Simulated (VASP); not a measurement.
A run of VASP 6.6.1:

File INCAR:

```
SYSTEM = Rh
PREC = Accurate
ENCUT = 520
EDIFF = 1E-6
ISMEAR = 0
SIGMA = 0.15
LREAL = .FALSE.
LASPH = .TRUE.
NELM = 60
ALGO = Fast
ISIF = 2
LWAVE = .FALSE.
LCHARG = .FALSE.
GGA = PE
NBANDS = 14
```

The input KPOINTS:

```
regular mesh
0
G
  20 20 20
  0 0 0
```

The input POSCAR:

```
Rh
1.0
   -0.0957526211      1.9150524221      1.9150524221
    1.9150524221     -0.0957526211      1.9150524221
    1.8192998010      1.8192998010      0.0000000000
Rh
1
Direct
    0.0000000000      0.0000000000      0.0000000000
```

Potentials or basis: VASP PAW PBE potentials, release 64 (Rh_pv).

Command:

```bash
$ cat potpaw_PBE.64/Rh_pv/POTCAR > POTCAR
$ mpirun -np 1 vasp_std > vasp.out
```

Hardware: 1 thread of Intel(R) Xeon(R) Platinum 8488C (Sapphire Rapids), with other jobs on the host.

How long does it take, and how much memory?

Wall time 4 min on 1 thread of Intel(R) Xeon(R) Platinum 8488C (Sapphire Rapids), on a shared host, peak memory 0.3 GiB. Counts: scf iterations 12, k points 1166.
